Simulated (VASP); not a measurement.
# Li (P2_13) in VASP: further runs

Runs on Li. Level: PBEsol. Tasks: single point.

Everything below comes from runs of VASP 6.6.1. Logs are shortened: lines on timing, memory, paths and dates and some standing lists are left out, and cuts for length are marked.

**1. The cell of the first run**

Symmetry: P2_13, No. 198, cubic system. Conventional cell: a = 4.454 Å, b = 4.454 Å, c = 4.454 Å, α = 90.00°, β = 90.00°, γ = 90.00°. Li (site symmetry 3) has 6 Li at 2.73 Å within 3.6 Å.

**2. Single point, PBEsol**

INCAR reads:

```
SYSTEM = Li
PREC = Accurate
ENCUT = 750
EDIFF = 1E-6
ISMEAR = 0
SIGMA = 0.1
LREAL = .FALSE.
LASPH = .TRUE.
NELM = 120
ALGO = Normal
ISIF = 2
LWAVE = .FALSE.
LCHARG = .FALSE.
GGA = PS
NBANDS = 14
GGA_COMPAT = .FALSE.
```

KPOINTS reads:

```
Automatic mesh
0
G
  4 4 4
  0 0 0
```

POSCAR reads:

```
Li
1.0
    4.4544403300      0.0000000000      0.0000000000
    0.0000000000      4.4544403300      0.0000000000
    0.0000000000      0.0000000000      4.4544403300
Li
4
Direct
    0.8745680000      0.1254320000      0.6254320000
    0.3745680000      0.3745680000      0.3745680000
    0.1254320000      0.6254320000      0.8745680000
    0.6254320000      0.8745680000      0.1254320000
```

Potentials or basis: VASP PAW PBE potentials, release 64 (Li_sv).

On the command line:

```console
$ cat potpaw_PBE.64/Li_sv/POTCAR > POTCAR
$ mpirun -np 1 vasp_std > vasp.out
```

OUTCAR:

```text
SYSTEM = Li
   PREC = Accurate
   ENCUT = 750
   EDIFF = 1E-6
   ISMEAR = 0
   LREAL = .FALSE.
   LASPH = .TRUE.
   NELM = 120
   ISIF = 2
   GGA = PS

 ion  position               nearest neighbor table
   1  0.875  0.125  0.625-
   2  0.375  0.375  0.375-
   3  0.125  0.625  0.875-
   4  0.625  0.875  0.125-

  LATTYP: Found a simple cubic cell.
 ALAT       =     4.4544403300

  Lattice vectors:

 A1 = (   4.4544403300,   0.0000000000,   0.0000000000)
 A2 = (   0.0000000000,   4.4544403300,   0.0000000000)
 A3 = (   0.0000000000,   0.0000000000,   4.4544403300)

Analysis of symmetry for initial positions (statically):
=====================================================================
 Subroutine PRICEL returns:
 Original cell was already a primitive cell.

 Routine SETGRP: Setting up the symmetry group for a
 simple cubic supercell.

 Subroutine GETGRP returns: Found 12 space group operations
 (whereof  3 operations were pure point group operations)
 out of a pool of 48 trial point group operations.

The static configuration has the point symmetry C_3 .
 The point group associated with its full space group is T   .

Analysis of symmetry for dynamics (positions and initial velocities):
=====================================================================
 Subroutine PRICEL returns:
 Original cell was already a primitive cell.

 Routine SETGRP: Setting up the symmetry group for a
 simple cubic supercell.

 Subroutine GETGRP returns: Found 12 space group operations
 (whereof  3 operations were pure point group operations)
 out of a pool of 48 trial point group operations.

The dynamic configuration has the point symmetry C_3 .
 The point group associated with its full space group is T   .

 Subroutine INISYM returns: Found 12 space group operations
 (whereof  3 operations are pure point group operations),
 and found     1 'primitive' translations

----------------------------------------------------------------------------------------

                                     Primitive cell

  volume of cell :      88.3852

  direct lattice vectors                    reciprocal lattice vectors
     4.454440330  0.000000000  0.000000000     0.224495094  0.000000000  0.000000000
     0.000000000  4.454440330  0.000000000     0.000000000  0.224495094  0.000000000
     0.000000000  0.000000000  4.454440330     0.000000000  0.000000000  0.224495094

  length of vectors
     4.454440330  4.454440330  4.454440330     0.224495094  0.224495094  0.224495094

  position of ions in fractional coordinates (direct lattice)
     0.874568000  0.125432000  0.625432000
     0.374568000  0.374568000  0.374568000
     0.125432000  0.625432000  0.874568000
     0.625432000  0.874568000  0.125432000

  ion indices of the primitive-cell ions
   primitive index   ion index
                 1           1
                 2           2
                 3           3
                 4           4

----------------------------------------------------------------------------------------

 KPOINTS: Automatic mesh

Automatic generation of k-mesh.
 Grid dimensions read from file:
 generate k-points for:    4    4    4

 Generating k-lattice:

  Cartesian coordinates                     Fractional coordinates (reciprocal lattice)
     0.056123773  0.000000000  0.000000000     0.250000000  0.000000000  0.000000000
     0.000000000  0.056123773  0.000000000     0.000000000  0.250000000  0.000000000
     0.000000000  0.000000000  0.056123773     0.000000000  0.000000000  0.250000000

  Length of vectors
     0.056123773  0.056123773  0.056123773

  Shift w.r.t. Gamma in fractional coordinates (k-lattice)
     0.000000000  0.000000000  0.000000000

 Subroutine IBZKPT returns following result:
 ===========================================

 Found     11 irreducible k-points:

 Following reciprocal coordinates:
            Coordinates               Weight
  0.000000  0.000000  0.000000      1.000000
  0.250000  0.000000  0.000000      6.000000
  0.500000  0.000000  0.000000      3.000000
  0.250000  0.250000  0.000000     12.000000
  0.500000  0.250000  0.000000      6.000000
 -0.250000  0.500000  0.000000      6.000000
  0.500000  0.500000  0.000000      3.000000
  0.250000  0.250000  0.250000      8.000000
  0.500000  0.250000  0.250000     12.000000
  0.500000  0.500000  0.250000      6.000000
  0.500000  0.500000  0.500000      1.000000
   k-points           NKPTS =     11   k-points in BZ     NKDIM =     11   number of bands    NBANDS=     14
   number of dos      NEDOS =    301   number of ions     NIONS =      4
   total plane-waves  NPLWV =  64000
   dimension x,y,z NGX =    40 NGY =   40 NGZ =   40
   dimension x,y,z NGXF=    80 NGYF=   80 NGZF=   80
   ions per type =               4
   NGX,Y,Z   is equivalent  to a cutoff of  14.93, 14.93, 14.93 a.u.
   NGXF,Y,Z  is equivalent  to a cutoff of  29.86, 29.86, 29.86 a.u.
 SYSTEM =  Li
   PREC   = accura    normal or accurate (medium, high low for compatibility)
   ISTART =      0    job   : 0-new  1-cont  2-samecut
   ICHARG =      2    charge: 1-file 2-atom 10-const
   ISPIN  =      1    spin polarized calculation?
   LNONCOLLINEAR =      F non collinear calculations
   LSORBIT =      F    spin-orbit coupling
   LASPH  =      T    aspherical Exc in radial PAW
   ENCUT  =  750.0 eV  55.12 Ry    7.42 a.u.   9.95  9.95  9.95*2*pi/ulx,y,z
   NELM   =    120;   NELMIN=  2; NELMDL= -5     # of ELM steps
   EDIFF  = 0.1E-05   stopping-criterion for ELM
   LREAL  =      F    real-space projection
   EDIFFG = 0.1E-04   stopping-criterion for IOM
   NSW    =      0    number of steps for IOM
   IBRION =     -1    ionic relax: 0-MD 1-quasi-New 2-CG
   NFREE  =      0    steps in history (QN), initial steepest desc. (CG)
   ISIF   =      2    stress and relaxation
   ISYM   =      2    0-nonsym 1-usesym 2-fastsym
   POTIM  = 0.5000    time-step for ionic-motion
   TEBEG  =    0.0;   TEEND  =   0.0 temperature during run
   PSTRESS=    0.0 pullay stress
   NELECT =      12.0000    total number of electrons
   NUPDOWN=      -1.0000    fix difference up-down
   EMIN   =  10.00;   EMAX   =-10.00  energy-range for DOS
   EFERMI =   0.00;   METHOD = LEGACY
   ISMEAR =     0;   SIGMA  =   0.10  broadening in eV -4-tet -1-fermi 0-gaus
   EFERMI_NEDOS =   21; number of points for ismear=-14 and -15
   IALGO  =     38    algorithm
   IMIX   =      4    mixing-type and parameters
     AMIX     =   0.40;   BMIX     =  1.00
     AMIX_MAG =   1.60;   BMIX_MAG =  1.00
  volume/ion in A,a.u.               =      22.10       149.11
  Fermi-wavevector in a.u.,A,eV,Ry     =   0.841412  1.590038  9.632576  0.707974
  Thomas-Fermi vector in A             =   1.955952
   LORBIT       =      0    0 simple, 1 ext, 2 COOP (PROOUT), +10 PAW based schemes
   GGA     = PS    functional components
   LHFCALC =     F    Hartree Fock is set to
   AEXX    =    0.0000 exact exchange contribution
   IVDW    =     0    specifies the selected vdW correction
   LEPSILON=     F    determine dielectric tensor
   LRPA    =     F    only Hartree local field effects (RPA)
 non-spin polarized calculation
 Gauss-broadening in eV      SIGMA  =   0.10
  energy-cutoff  :      750.00
  volume of cell :       88.39
 maximum number of plane-waves:      4224
   NGX = 19   NGY = 19   NGZ = 19

 number of electron      11.9999976 magnetization

 Free energy of the ion-electron system (eV)
  ---------------------------------------------------
  ext. energy  EPLUGINS =         0.00000000
  ---------------------------------------------------
  free energy    TOTEN  =        -6.72953602 eV

  energy without entropy =       -6.71439170  energy(sigma->0) =       -6.72196386

 E-fermi :   0.4975     XC(G=0):  -6.8043

 val. band max:        0.3309818349   @ k =   0.2500   0.2500   0.0000
 cond. band min:       0.5368232190   @ k =   0.5000   0.5000   0.2500
 fundamental gap:      0.2058413842
 Fermi energy:         0.4974793560

 k-point     1 :       0.0000    0.0000    0.0000
  band No.  band energies     occupation
      1     -46.0652      2.00000
      2     -46.0224      2.00000
      3     -46.0224      2.00000
      4     -46.0224      2.00000
      5      -3.0169      2.00000
      6       2.6852      0.00000
      7       2.6852      0.00000
      8       2.6852      0.00000
      9       2.8631      0.00000
     10       2.8631      0.00000
     11       2.8631      0.00000
     12       8.4579      0.00000
     13       8.4579      0.00000
     14       8.8059      0.00000

 k-point     2 :       0.2500    0.0000    0.0000
  band No.  band energies     occupation
      1     -46.0604      2.00000
      2     -46.0336      2.00000
      3     -46.0209      2.00000
      4     -46.0174      2.00000
      5      -2.6587      2.00000
      6       0.2570      1.99933
      7       2.7563      0.00000
      8       2.7964      0.00000
      9       3.2336      0.00000
     10       3.2663      0.00000
     11       5.5203      0.00000
     12       6.5683      0.00000
     13       7.1036      0.00000
     14       7.3893      0.00000

 k-point     3 :       0.5000    0.0000    0.0000
  band No.  band energies     occupation
      1     -46.0481      2.00000
      2     -46.0481      2.00000
      3     -46.0181      2.00000
      4     -46.0181      2.00000
      5      -1.5730      2.00000
      6      -1.5730      2.00000
      7       2.9094      0.00000
      8       2.9094      0.00000
      9       3.9540      0.00000
     10       3.9540      0.00000
     11       5.4332      0.00000
     12       5.4332      0.00000
     13       6.3797      0.00000
     14       6.3797      0.00000

 k-point     4 :       0.2500    0.2500    0.0000
  band No.  band energies     occupation
      1     -46.0562      2.00000
      2     -46.0362      2.00000
      3     -46.0224      2.00000
      4     -46.0173      2.00000
      5      -2.3023      2.00000
      6       0.3310      1.98146
      7       0.9263      0.00000
      8       2.7542      0.00000
      9       3.2981      0.00000
     10       4.0575      0.00000
     11       6.1046      0.00000
     12       6.6532      0.00000
     13       6.7292      0.00000
     14       7.6970      0.00000

 k-point     5 :       0.5000    0.2500    0.0000
  band No.  band energies     occupation
      1     -46.0460      2.00000
      2     -46.0460      2.00000
      3     -46.0201      2.00000
      4     -46.0201      2.00000
      5      -1.2330      2.00000
      6      -1.2330      2.00000
      7       1.6711      0.00000
      8       1.6711      0.00000
      9       3.8742      0.00000
     10       3.8742      0.00000
     11       5.9345      0.00000
[... 55 lines left out ...]
 k-point     9 :       0.5000    0.2500    0.2500
  band No.  band energies     occupation
      1     -46.0436      2.00000
      2     -46.0436      2.00000
      3     -46.0225      2.00000
      4     -46.0225      2.00000
      5      -0.8899      2.00000
      6      -0.8899      2.00000
      7       1.5517      0.00000
      8       1.5517      0.00000
      9       2.8358      0.00000
     10       2.8358      0.00000
     11       5.0923      0.00000
     12       5.0923      0.00000
     13       8.8623      0.00000
     14       8.8623      0.00000

 k-point    10 :       0.5000    0.5000    0.2500
  band No.  band energies     occupation
      1     -46.0404      2.00000
      2     -46.0404      2.00000
      3     -46.0256      2.00000
      4     -46.0256      2.00000
      5      -0.1466      2.00000
      6      -0.1466      2.00000
      7       0.5368      0.57793
      8       0.5368      0.57793
      9       3.3638      0.00000
     10       3.3638      0.00000
     11       3.5873      0.00000
     12       3.5873      0.00000
     13      10.0704      0.00000
     14      10.0704      0.00000

 k-point    11 :       0.5000    0.5000    0.5000
  band No.  band energies     occupation
      1     -46.0330      2.00000
      2     -46.0330      2.00000
      3     -46.0330      2.00000
      4     -46.0330      2.00000
      5       0.6673      0.01629
      6       0.6673      0.01629
      7       0.6673      0.01629
      8       0.6673      0.01629
      9       2.3482      0.00000
     10       2.3482      0.00000
     11       2.3482      0.00000
     12       2.3482      0.00000
     13      12.4286      0.00000
     14      12.4286      0.00000

------------------------ aborting loop because EDIFF is reached ----------------------------------------

  FORCE on cell =-STRESS in cart. coord.  units (eV):
  Direction    XX          YY          ZZ          XY          YZ          ZX
  --------------------------------------------------------------------------------------
  -------------------------------------------------------------------------------------
  Total        0.0320591      0.0320591      0.0320591      0.0000000      0.0000000     -0.0000000
  in kB        0.5811416      0.5811416      0.5811416      0.0000000      0.0000000     -0.0000000
  external PRESSURE =       0.5811416 kB  Pullay stress =       0.0000000 kB

 VOLUME and BASIS-vectors are now :
 -----------------------------------------------------------------------------
  energy-cutoff  :      750.00
  volume of cell :       88.39
      direct lattice vectors                 reciprocal lattice vectors
     4.454440330  0.000000000  0.000000000     0.224495094  0.000000000  0.000000000
     0.000000000  4.454440330  0.000000000     0.000000000  0.224495094  0.000000000
     0.000000000  0.000000000  4.454440330     0.000000000  0.000000000  0.224495094

 POSITION                                       TOTAL-FORCE (eV/Angst)
 -----------------------------------------------------------------------------------
      3.89571      0.55873      2.78595        -0.002756      0.002756      0.002756
      1.66849      1.66849      1.66849        -0.002756     -0.002756     -0.002756
      0.55873      2.78595      3.89571         0.002756      0.002756     -0.002756
      2.78595      3.89571      0.55873         0.002756     -0.002756      0.002756
 -----------------------------------------------------------------------------------
    total drift:                                0.000000     -0.000000      0.000000

  FREE ENERGIE OF THE ION-ELECTRON SYSTEM (eV)
  ---------------------------------------------------
  free  energy   TOTEN  =        -6.7295360205 eV

  energy  without entropy=       -6.7143917000  energy(sigma->0) =       -6.72196386
```

It took 27 s on 1 thread of Intel Xeon 8259CL, shared host; peak memory 0.23 GiB.

What came out:

```
Free energy            : -6.7295 eV
Pressure               : 0.1 GPa
Largest force          : 0.005 eV/Å
Band gap on the k mesh : zero (band 6 reaches 2.69 eV, above the bottom of band 7 at 0.31 eV)
```

Forces in eV/Å, atoms in the order of the input:
```
Li  -0.003  0.003  0.003
Li  -0.003 -0.003 -0.003
Li   0.003  0.003 -0.003
Li   0.003 -0.003  0.003
```

Caveat: the PAW data sets were made with another functional, which shifts forces and pressure a little.

**3. Single point, PBEsol**

Changes to INCAR since step 2:

```diff
@@ -12,4 +12,6 @@
 LWAVE = .FALSE.
-LCHARG = .FALSE.
+LCHARG = .TRUE.
 GGA = PS
+LELF = .TRUE.
+LVHAR = .TRUE.
 NBANDS = 14
```

KPOINTS reads:

```
Automatic mesh
0
G
  5 5 5
  0 0 0
```

POSCAR is that of step 2.

Potentials or basis: VASP PAW PBE potentials, release 64 (Li_sv).

On the command line:

```console
$ cat potpaw_PBE.64/Li_sv/POTCAR > POTCAR
$ mpirun -np 1 vasp_std > vasp.out
```

Wall time 28 s (1 thread of Intel Xeon 8259CL, shared host); peak memory 0.23 GiB.

It converged, with:

| Quantity | Value |
| --- | --- |
| Free energy | -6.8033 eV |
| Pressure | 0.2 GPa |
| Largest force | 0.005 eV/Å |
| Band gap on the k mesh | zero (band 6 reaches 2.69 eV, above the bottom of band 7 at 0.41 eV) |

Forces on the atoms (eV/Å):
```
Li  -0.003  0.003  0.003
Li  -0.003 -0.003 -0.003
Li   0.003  0.003 -0.003
Li   0.003 -0.003  0.003
```

Levels at points of the mesh, in eV from the Fermi level:
| k point | band 2 | band 3 | band 4 | band 5 | band 6 | band 7 | band 8 | band 9 | band 10 | band 11 |
| --- | --- | --- | --- | --- | --- | --- | --- | --- | --- | --- |
| (0.00, 0.00, 0.00) | -46.57 | -46.57 | -46.57 | -3.59 | 2.12 | 2.12 | 2.12 | 2.29 | 2.29 | 2.29 |

Caveat: the PAW data sets were made with another functional, which shifts forces and pressure a little.
